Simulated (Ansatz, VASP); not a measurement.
Two plane-wave programs on In4Sb

```
CELL_PARAMETERS angstrom
5.50834 0.00000 0.00000
0.00000 5.50834 0.00000
0.00000 0.00000 5.50834
ATOMIC_POSITIONS crystal
In 0.30231 0.30231 0.30231
In 0.69769 0.69769 0.30231
In 0.30231 0.69769 0.69769
In 0.69769 0.30231 0.69769
Sb 0.00000 0.00000 0.00000
```

Change from the starting cell: species swapped into the SnI4 type (P-43m, No. 215).

Alike in both runs: functional PBE; k mesh 4 × 4 × 4; occupations gaussian, width 0.1 eV; no spin polarisation.

Ansatz relaxed the structure, and its values are those at the end. VASP's run is a single point on that final structure, the one shown.

|  | VASP | Ansatz |
| --- | --- | --- |
| version | VASP 6.6.1 | Ansatz 0.2.0 |
| potentials or method | VASP PAW PBE potentials, release 64 (In_d, Sb), cutoff 520 eV | scalar-relativistic, plane waves, PAW |
| valence electrons in the cell | 57 | 67 |

Ansatz gave:

- gap on the k mesh at the Fermi level (eV): none
- pressure (GPa): 0.2

Problem. Estimate VASP's values.

Solution. gap on the k mesh at the Fermi level (eV): none; pressure (GPa): 0.1.

A gap of «none» marks a metal or a gap that the smearing closes. VASP's potentials hold 57 valence electrons a cell and Ansatz's 67, so a difference there can come from the potentials and not from the codes.

Spin-orbit coupling is off throughout.
